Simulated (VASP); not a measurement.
Here is a VASP 6.6.1 calculation.

POSCAR

```
BaTiO3
1.0
    4.0239988417     -0.0073147766     -0.0072606817
   -0.0073147766      4.0240027696      0.0072534847
   -0.0072606817      0.0072534847      4.0234934399
Ba Ti O
1 1 3
Direct
    0.4929475901      0.5070514916      0.5070099734
    0.9794664332      0.0205320849      1.0204637136
    0.5156161285     -0.0059756452     -0.0059624523
    0.0059745301      0.4843852723     -0.0059639644
    0.0059953181      0.9940067964      0.4844527397
```

INCAR.step1

```
  ALGO = Normal
  EDIFF = 1E-4
  ENCUT = 520
  GGA = PE
  ISMEAR = -1
  LASPH = T
  LCHARG = F
  LREAL = F
  LWAVE = T
  NBANDS = 28
  NELM = 100
  PREC = Accurate
  SIGMA = 0.05
```

INCAR.step2

```
  ALGO = Normal
  EDIFF = 1E-7
  ENCUT = 520
  ISIF = 2
  ISMEAR = -1
  ISTART = 1
  LASPH = T
  LCHARG = T
  LELF = T
  LMIXTAU = T
  LREAL = F
  LVHAR = T
  LWAVE = F
  METAGGA = R2SCAN
  NBANDS = 28
  NELM = 100
  PREC = Accurate
  SIGMA = 0.05
```

Contents of KPOINTS:

```
k-points
0
Gamma
  7 7 7
```

Potentials or basis: VASP PAW PBE potentials, release 64 (Ba_sv, Ti_sv, O).

Command:

```console
$ cat potpaw_PBE.64/Ba_sv/POTCAR potpaw_PBE.64/Ti_sv/POTCAR potpaw_PBE.64/O/POTCAR > POTCAR
$ cp INCAR.step1 INCAR
$ mpirun -np 1 vasp_std > vasp.out
$ cp INCAR.step2 INCAR
$ mpirun -np 1 vasp_std > vasp.out
```

Task: Predict the pressure.

Result: 1.9 GPa.

Task: Estimate the band gap on the k mesh.

Result: 2.91 eV (least direct gap 3.31 eV).

Task: Estimate the largest force.

Result: 0.172 eV/Å.

Forces in eV/Å, atoms in the order of the input:
```
Ba   0.018 -0.018 -0.018
Ti   0.100 -0.100 -0.099
O   -0.102  0.008  0.008
O   -0.008  0.102  0.008
O   -0.008  0.008  0.102
```

Caveat: the PAW data sets were made with another functional, which shifts forces and pressure a little; spin-orbit coupling is left out, which moves the levels of the heavy elements. r2SCAN opens gaps a little over a GGA but as a rule still falls short of measured ones.
